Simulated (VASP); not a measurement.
Wanted: the native input for a VASP 6.6.1 run.

* Task: single point
* Functional: PBE
* Dispersion: D3(BJ)
* Potentials or basis: VASP PAW PBE potentials, release 64 (Be)
* Cutoff: 520 eV
* k mesh: 16 × 12 × 12
* Occupations: gaussian, width 0.1 eV
* Spin: no spin polarisation
* Dipole correction: no
* Further INCAR settings: ALGO = Normal; EDIFF = 1e-06; NBANDS = 12

The structure of Be lies in POSCAR:

```
Be
1.0
    2.5066202313      0.0000000000      0.0000000000
    0.0000000000      3.4733639736      0.0000000000
    0.0000000000      0.0000000000      3.4733639736
Be
4
Direct
    0.7500000000      0.7500000000      0.7500000000
    0.2500000000      0.2500000000      0.7500000000
    0.2500000000      0.7500000000      0.2500000000
    0.7500000000      0.2500000000      0.2500000000
```

This cell differs from its parent crystal: volume scaled by 1.03, then relaxed in part.

One way to write it, as run:

INCAR

```
SYSTEM = Be
  ALGO = Normal
  EDIFF = 1E-6
  ENCUT = 520
  GGA = PE
  ISIF = 2
  ISMEAR = 0
  IVDW = 12
  LASPH = .TRUE.
  LCHARG = .FALSE.
  LREAL = .FALSE.
  LWAVE = .FALSE.
  NBANDS = 12
  NELM = 100
  PREC = Accurate
  SIGMA = 0.1
```

KPOINTS

```
k-points
0
G
  16 12 12
  0 0 0
```

Potentials or basis: VASP PAW PBE potentials, release 64 (Be).

Command:

```console
$ cat potpaw_PBE.64/Be/POTCAR > POTCAR
$ mpirun -np 1 vasp_std > vasp.out
```

It gave:

```json
{
  "Pressure": "-3.6 GPa",
  "Band gap on the k mesh": "zero (band 4 reaches 9.58 eV, above the bottom of band 5 at 7.04 eV)",
  "Dispersion energy per atom": "-0.372 eV"
}
```

Caveat: pairwise dispersion overbinds metals, which lowers pressure and volume.

It took 37 s on 1 thread of Intel(R) Xeon(R) Platinum 8488C (Sapphire Rapids) (shared host), peak memory 0.2 GiB.
